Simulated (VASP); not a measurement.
# MgO (NiAs type) (P6_3/mmc) in VASP: a series of runs

The runs below take MgO (NiAs type) through single point, relaxation of cell and atoms, with PBE.

Program: VASP 6.6.1. These are calculated values, not measurements. Logs are shortened: lines on timing, memory, paths and dates and some standing lists are left out, and cuts for length are marked.

## Step 1: The cell of the first run

It takes space group P6_3/mmc (No. 194, hexagonal). Conventional cell: a = 2.709 Å, b = 2.709 Å, c = 4.765 Å, α = 90.00°, β = 90.00°, γ = 120.00°. Mg (site symmetry -3m) has 6 O at 1.97 Å and 2 Mg at 2.38 Å within 2.6 Å. Within 2.6 Å of O (site symmetry -6m2) lie 6 Mg at 1.97 Å.

## Step 2: Single point, PBE

File INCAR:

```
SYSTEM = MgO
PREC     = Accurate       ! precision mode
ENCUT    = 520            ! plane-wave cutoff, eV
EDIFF    = 1E-6           ! SCF threshold, eV
ISMEAR   = -1             ! smearing method
SIGMA    = 0.08           ! smearing width, eV
LREAL    = .FALSE.        ! projectors in reciprocal space
LASPH    = .TRUE.         ! aspherical terms in the spheres
NELM     = 80             ! most SCF steps
ALGO     = Normal         ! electronic algorithm
ISIF     = 2              ! what is computed and relaxed
LWAVE    = .FALSE.        ! write WAVECAR
LCHARG   = .FALSE.        ! write CHGCAR
GGA      = PE             ! functional
NBANDS   = 16             ! bands
```

File KPOINTS:

```
Automatic mesh
0
G
  11 11 6
  0 0 0
```

File POSCAR:

```
MgO
1.0
    2.7087434784      0.0000000000      0.0000000000
   -1.3543717392      2.3458406646      0.0000000000
    0.0000000000      0.0000000000      4.7650520973
Mg O
2 2
Direct
    0.0000000000      0.0000000000      0.0000000000
    0.0000000000      0.0000000000      0.5000000000
    0.3333333333      0.6666666667      0.2500000000
    0.6666666667      0.3333333333      0.7500000000
```

Potentials or basis: VASP PAW PBE potentials, release 64 (Mg, O).

Command:

```bash
$ cat potpaw_PBE.64/Mg/POTCAR potpaw_PBE.64/O/POTCAR > POTCAR
$ mpirun -np 1 vasp_std > vasp.out
```

OUTCAR:

```text
SYSTEM = MgO
   PREC = Accurate
   ENCUT = 520
   EDIFF = 1E-6
   ISMEAR = -1
   LREAL = .FALSE.
   LASPH = .TRUE.
   NELM = 80
   ISIF = 2
   GGA = PE

 ion  position               nearest neighbor table
   1  0.000  0.000  0.000-   3 1.97   4 1.97   3 1.97   4 1.97   4 1.97   3 1.97   2 2.38   2 2.38
                             2 3.61   2 3.61   2 3.61   2 3.61   2 3.61   2 3.61   2 3.61   2 3.61
   2  0.000  0.000  0.500-   3 1.97   4 1.97   3 1.97   4 1.97   4 1.97   3 1.97   1 2.38   1 2.38
                             1 3.61   1 3.61   1 3.61   1 3.61   1 3.61   1 3.61   1 3.61   1 3.61
   3  0.333  0.667  0.250-   1 1.97   2 1.97   1 1.97   2 1.97   1 1.97   2 1.97
   4  0.667  0.333  0.750-   1 1.97   2 1.97   1 1.97   2 1.97   1 1.97   2 1.97

  LATTYP: Found a hexagonal cell.
 ALAT       =     2.7087434784
 C/A-ratio  =     1.7591374507

  Lattice vectors:

 A1 = (   2.7087434784,   0.0000000000,   0.0000000000)
 A2 = (  -1.3543717392,   2.3458406646,   0.0000000000)
 A3 = (   0.0000000000,   0.0000000000,   4.7650520973)

Analysis of symmetry for initial positions (statically):
=====================================================================
 Subroutine PRICEL returns:
 Original cell was already a primitive cell.

 Routine SETGRP: Setting up the symmetry group for a
 hexagonal supercell.

 Subroutine GETGRP returns: Found 24 space group operations
 (whereof 12 operations were pure point group operations)
 out of a pool of 24 trial point group operations.

The static configuration has the point symmetry D_3d.
 The point group associated with its full space group is D_6h.

Analysis of symmetry for dynamics (positions and initial velocities):
=====================================================================
 Subroutine PRICEL returns:
 Original cell was already a primitive cell.

 Routine SETGRP: Setting up the symmetry group for a
 hexagonal supercell.

 Subroutine GETGRP returns: Found 24 space group operations
 (whereof 12 operations were pure point group operations)
 out of a pool of 24 trial point group operations.

The dynamic configuration has the point symmetry D_3d.
 The point group associated with its full space group is D_6h.

 Subroutine INISYM returns: Found 24 space group operations
 (whereof 12 operations are pure point group operations),
 and found     1 'primitive' translations

----------------------------------------------------------------------------------------

                                     Primitive cell

  volume of cell :      30.2785

  direct lattice vectors                    reciprocal lattice vectors
     2.708743478  0.000000000  0.000000000     0.369174862  0.213143206  0.000000000
    -1.354371739  2.345840665  0.000000000     0.000000000  0.426286412  0.000000000
     0.000000000  0.000000000  4.765052097     0.000000000  0.000000000  0.209861294

  length of vectors
     2.708743478  2.708743478  4.765052097     0.426286412  0.426286412  0.209861294

  position of ions in fractional coordinates (direct lattice)
     0.000000000  0.000000000  0.000000000
     0.000000000  0.000000000  0.500000000
     0.333333333  0.666666667  0.250000000
     0.666666667  0.333333333  0.750000000

  ion indices of the primitive-cell ions
   primitive index   ion index
                 1           1
                 2           2
                 3           3
                 4           4

----------------------------------------------------------------------------------------

 KPOINTS: Automatic mesh

Automatic generation of k-mesh.
 Grid dimensions read from file:
 generate k-points for:   11   11    6

 Generating k-lattice:

  Cartesian coordinates                     Fractional coordinates (reciprocal lattice)
     0.033561351  0.019376655  0.000000000     0.090909091  0.000000000  0.000000000
     0.000000000  0.038753310  0.000000000     0.000000000  0.090909091  0.000000000
     0.000000000  0.000000000  0.034976882     0.000000000  0.000000000  0.166666667

  Length of vectors
     0.038753310  0.038753310  0.034976882

  Shift w.r.t. Gamma in fractional coordinates (k-lattice)
     0.000000000  0.000000000  0.000000000

 Subroutine IBZKPT returns following result:
 ===========================================

 Found     64 irreducible k-points:

 Following reciprocal coordinates:
            Coordinates               Weight
  0.000000  0.000000  0.000000      1.000000
  0.090909 -0.000000  0.000000      6.000000
  0.181818 -0.000000  0.000000      6.000000
  0.272727  0.000000  0.000000      6.000000
  0.363636  0.000000  0.000000      6.000000
  0.454545 -0.000000  0.000000      6.000000
[... 16 lines left out ...]
  0.090909  0.090909  0.166667     12.000000
  0.181818  0.090909  0.166667     24.000000
 [... further k-points ...]
   k-points           NKPTS =     64   k-points in BZ     NKDIM =     64   number of bands    NBANDS=     16
   number of dos      NEDOS =    301   number of ions     NIONS =      4
   total plane-waves  NPLWV =  14400
   dimension x,y,z NGX =    20 NGY =   20 NGZ =   36
   dimension x,y,z NGXF=    40 NGYF=   40 NGZF=   72
   ions per type =               2   2
   NGX,Y,Z   is equivalent  to a cutoff of  12.27, 12.27, 12.56 a.u.
   NGXF,Y,Z  is equivalent  to a cutoff of  24.55, 24.55, 25.12 a.u.
 SYSTEM =  MgO
   PREC   = accura    normal or accurate (medium, high low for compatibility)
   ISTART =      0    job   : 0-new  1-cont  2-samecut
   ICHARG =      2    charge: 1-file 2-atom 10-const
   ISPIN  =      1    spin polarized calculation?
   LNONCOLLINEAR =      F non collinear calculations
   LSORBIT =      F    spin-orbit coupling
   LASPH  =      T    aspherical Exc in radial PAW
   ENCUT  =  520.0 eV  38.22 Ry    6.18 a.u.   5.04  5.04  8.86*2*pi/ulx,y,z
   NELM   =     80;   NELMIN=  2; NELMDL= -5     # of ELM steps
   EDIFF  = 0.1E-05   stopping-criterion for ELM
   LREAL  =      F    real-space projection
   EDIFFG = 0.1E-04   stopping-criterion for IOM
   NSW    =      0    number of steps for IOM
   IBRION =     -1    ionic relax: 0-MD 1-quasi-New 2-CG
   NFREE  =      0    steps in history (QN), initial steepest desc. (CG)
   ISIF   =      2    stress and relaxation
   ISYM   =      2    0-nonsym 1-usesym 2-fastsym
   POTIM  = 0.5000    time-step for ionic-motion
   TEBEG  =    0.0;   TEEND  =   0.0 temperature during run
   PSTRESS=    0.0 pullay stress
   NELECT =      16.0000    total number of electrons
   NUPDOWN=      -1.0000    fix difference up-down
   EMIN   =  10.00;   EMAX   =-10.00  energy-range for DOS
   EFERMI =   0.00;   METHOD = LEGACY
   ISMEAR =    -1;   SIGMA  =   0.08  broadening in eV -4-tet -1-fermi 0-gaus
   EFERMI_NEDOS =   21; number of points for ismear=-14 and -15
   IALGO  =     38    algorithm
   IMIX   =      4    mixing-type and parameters
     AMIX     =   0.40;   BMIX     =  1.00
     AMIX_MAG =   1.60;   BMIX_MAG =  1.00
  volume/ion in A,a.u.               =       7.57        51.08
  Fermi-wavevector in a.u.,A,eV,Ry     =   1.323539  2.501126 23.834088  1.751756
  Thomas-Fermi vector in A             =   2.453140
   LORBIT       =      0    0 simple, 1 ext, 2 COOP (PROOUT), +10 PAW based schemes
   GGA     = PE    functional components
   LHFCALC =     F    Hartree Fock is set to
   AEXX    =    0.0000 exact exchange contribution
   IVDW    =     0    specifies the selected vdW correction
   LEPSILON=     F    determine dielectric tensor
   LRPA    =     F    only Hartree local field effects (RPA)
 non-spin polarized calculation
  energy-cutoff  :      520.00
  volume of cell :       30.28
 maximum number of plane-waves:       833
   NGX = 11   NGY = 11   NGZ = 17

 number of electron      15.9999990 magnetization

 Free energy of the ion-electron system (eV)
  ---------------------------------------------------
  ext. energy  EPLUGINS =         0.00000000
  ---------------------------------------------------
  free energy    TOTEN  =       -21.87186277 eV

  energy without entropy =      -21.87186277  energy(sigma->0) =      -21.87186277

 E-fermi :   6.8719     XC(G=0): -12.1063

 val. band max:        5.2339880579   @ k =   0.0000   0.0000   0.0000
 cond. band min:      11.9718538585   @ k =   0.0000   0.0000   0.0000
 fundamental gap:      6.7378658006
 Fermi energy:         6.8718748902

 k-point     1 :       0.0000    0.0000    0.0000
  band No.  band energies     occupation
      1     -13.4882      2.00000
      2     -11.8561      2.00000
      3      -0.8638      2.00000
      4       4.4883      2.00000
      5       4.4883      2.00000
      6       4.5194      2.00000
[... 8 lines left out ...]
     15      25.0523      0.00000
     16      25.0523      0.00000

 k-point     2 :       0.0909   -0.0000    0.0000
  band No.  band energies     occupation
      1     -13.3710      2.00000
      2     -11.7991      2.00000
      3      -0.7154      2.00000
      4       4.0735      2.00000
      5       4.4188      2.00000
      6       4.4686      2.00000
[... 8 lines left out ...]
     15      24.1071      0.00000
     16      24.8057      0.00000

 k-point     3 :       0.1818   -0.0000    0.0000
  band No.  band energies     occupation
      1     -13.0374      2.00000
      2     -11.6437      2.00000
      3      -0.2896      2.00000
      4       3.0327      2.00000
      5       3.5121      2.00000
      6       4.2387      2.00000
[... 8 lines left out ...]
     15      24.7472      0.00000
     16      24.7843      0.00000

 k-point     4 :       0.2727    0.0000    0.0000
  band No.  band energies     occupation
      1     -12.5470      2.00000
      2     -11.4404      2.00000
      3       0.3546      2.00000
      4       1.7166      2.00000
      5       2.3081      2.00000
      6       4.0156      2.00000
[... 8 lines left out ...]
     15      24.3311      0.00000
     16      25.5891      0.00000
[... 324 lines left out ...]
 k-point    22 :       0.4545   -0.0000    0.1667
  band No.  band energies     occupation
      1     -11.5548      2.00000
      2     -11.2684      2.00000
      3      -0.2343      2.00000
      4       0.6241      2.00000
      5       2.0637      2.00000
      6       3.3157      2.00000
[... 8 lines left out ...]
     15      24.0821      0.00000
     16      27.3930      0.00000

 k-point    23 :       0.0909    0.0909    0.1667
  band No.  band energies     occupation
      1     -13.0629      2.00000
      2     -11.8095      2.00000
      3      -0.1721      2.00000
      4       3.4539      2.00000
      5       3.4837      2.00000
      6       4.2270      2.00000
[... 8 lines left out ...]
     15      24.5580      0.00000
     16      24.6082      0.00000

 k-point    24 :       0.1818    0.0909    0.1667
  band No.  band energies     occupation
      1     -12.6611      2.00000
      2     -11.6061      2.00000
      3       0.2693      2.00000
      4       2.3660      2.00000
      5       2.5996      2.00000
      6       3.9153      2.00000
[... 8 lines left out ...]
     15      24.1311      0.00000
     16      25.1789      0.00000

 [... further k-points ...]
[... 5 lines left out ...]
  --------------------------------------------------------------------------------------
  -------------------------------------------------------------------------------------
  Total       11.6801852     11.6801852     11.7092644     -0.0000000     -0.0000000      0.0000000
  in kB      618.0537805    618.0537805    619.5924994     -0.0000000     -0.0000000      0.0000000
  external PRESSURE =     618.5666868 kB  Pullay stress =       0.0000000 kB

 VOLUME and BASIS-vectors are now :
 -----------------------------------------------------------------------------
  energy-cutoff  :      520.00
  volume of cell :       30.28
      direct lattice vectors                 reciprocal lattice vectors
     2.708743478  0.000000000  0.000000000     0.369174862  0.213143206  0.000000000
    -1.354371739  2.345840665  0.000000000     0.000000000  0.426286412  0.000000000
     0.000000000  0.000000000  4.765052097     0.000000000  0.000000000  0.209861294

 POSITION                                       TOTAL-FORCE (eV/Angst)
 -----------------------------------------------------------------------------------
      0.00000      0.00000      0.00000         0.000000      0.000000      0.000000
      0.00000      0.00000      2.38253         0.000000      0.000000      0.000000
     -0.00000      1.56389      1.19126         0.000000      0.000000     -0.000000
      1.35437      0.78195      3.57379        -0.000000     -0.000000     -0.000000
 -----------------------------------------------------------------------------------
    total drift:                                0.000000     -0.000000      0.000000

  FREE ENERGIE OF THE ION-ELECTRON SYSTEM (eV)
  ---------------------------------------------------
  free  energy   TOTEN  =       -21.8718627722 eV

  energy  without entropy=      -21.8718627722  energy(sigma->0) =      -21.87186277
```

It took 24 s on 1 thread of Intel Xeon Platinum 8488C (Sapphire Rapids), shared host; peak memory 0.16 GiB.

What came out:

* Free energy: -21.8719 eV
* Pressure: 61.9 GPa
* Band gap on the k mesh: 6.74 eV, direct

Stress tensor (GPa, compression positive):
```
61.81  0.00  0.00
 0.00 61.81  0.00
 0.00  0.00 61.96
```

## Step 3: Single point, PBE

This run uses another cell than the first one, of 8.58 Å³/atom, 1.133 times its volume.

File INCAR:

```
  ALGO = Normal
  EDIFF = 1E-7
  ENCUT = 520
  GGA = PE
  ISIF = 2
  ISMEAR = -1
  LASPH = True
  LCHARG = True
  LELF = True
  LREAL = False
  LVHAR = True
  LWAVE = False
  NBANDS = 16
  NELM = 60
  PREC = Accurate
  SIGMA = 0.08
```

File KPOINTS:

```
k-points
0
Gamma
  12 12 7
```

File POSCAR:

```
MgO
1.0
    3.1979144443      0.0000000000      0.0000000000
   -1.5989572222      2.7694751478      0.0000000000
    0.0000000000      0.0000000000      3.8750660067
Mg O
2 2
Direct
    0.3333333333      0.6666666667     -0.0619999431
    0.6666666667      0.3333333333      0.4380000569
    0.3333333333      0.6666666667      0.4379999431
    0.6666666667      0.3333333333      0.9379999431
```

Potentials or basis: VASP PAW PBE potentials, release 64 (Mg, O).

Command:

```bash
$ cat potpaw_PBE.64/Mg/POTCAR potpaw_PBE.64/O/POTCAR > POTCAR
$ mpirun -np 1 vasp_std > vasp.out
```

Wall time 28 s (1 thread of Intel Xeon Platinum 8488C (Sapphire Rapids), shared host); peak memory 0.17 GiB.

It converged, with:

| Property | Result |
| --- | --- |
| Free energy | -21.9787 eV |
| Pressure | 62.3 GPa |
| Band gap on the k mesh | 4.77 eV, direct |

Stress tensor (GPa, compression positive):
```
62.43  0.00  0.00
 0.00 62.43  0.00
 0.00  0.00 62.01
```

Levels at points of the mesh, in eV from the valence-band top:
```tsv
k point	band 6	band 7	band 8	band 9	band 10	band 11
(0.00, 0.00, 0.00)	-1.22	-1.22	0.00	4.77	11.59	14.24
(0.50, 0.00, 0.00)	-2.45	-1.74	-0.73	7.74	10.45	11.82
```

A k mesh can miss the band edges.

(Part 1 of 2 ends here.)
